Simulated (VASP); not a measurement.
Write the native input for VASP 6.6.1 that does the following.

| Item | Value |
| --- | --- |
| Task | single point |
| Functional | PBEsol |
| Dispersion | D3(BJ) |
| Potentials or basis | VASP PAW PBE potentials, release 64 (Ge_d) |
| Cutoff | 500 eV |
| k mesh | 14 × 14 × 13 |
| Occupations | fermi-dirac, width 0.1 eV |
| Spin | no spin polarisation |
| Dipole correction | no |
| Further INCAR settings | ALGO = Normal; EDIFF = 1e-06; NBANDS = 13 |

The structure of Ge lies in POSCAR:

```
Ge
1.0
    1.4296554500     -2.6179803625      0.0150420875
    1.3646425500      2.5830516375     -0.0499708125
   -0.0337278875     -0.0337278875      2.6982310000
Ge
1
Direct
    0.5000000000      0.5000000000      0.0000000000
```

The input as run:

INCAR

```
PREC = Accurate
ENCUT = 500
EDIFF = 1E-6
ISMEAR = -1
SIGMA = 0.1
LREAL = F
LASPH = T
NELM = 120
ALGO = Normal
ISIF = 2
LWAVE = F
LCHARG = F
GGA = PS
IVDW = 12
NBANDS = 13
GGA_COMPAT = F
```

KPOINTS

```
Automatic mesh
0
Gamma
  14 14 13
```

Potentials or basis: VASP PAW PBE potentials, release 64 (Ge_d).

The run is started by

```sh
$ cat potpaw_PBE.64/Ge_d/POTCAR > POTCAR
$ mpirun -np 1 vasp_std > vasp.out
```

Results of the run:

```json
{"Pressure": "-6.9 GPa", "Band gap on the k mesh": "zero (bands 7 and 8 overlap by 9.35 eV)", "Dispersion energy per atom": "-0.314 eV"}
```

Caveat: three body term missing; the cell stands under tension; the PAW data sets were made with another functional, which shifts forces and pressure a little.

It took 2.2 min on 1 thread of Intel(R) Xeon(R) Platinum 8375C CPU @ 2.90GHz (Ice Lake) (shared host), peak memory 0.38 GiB.
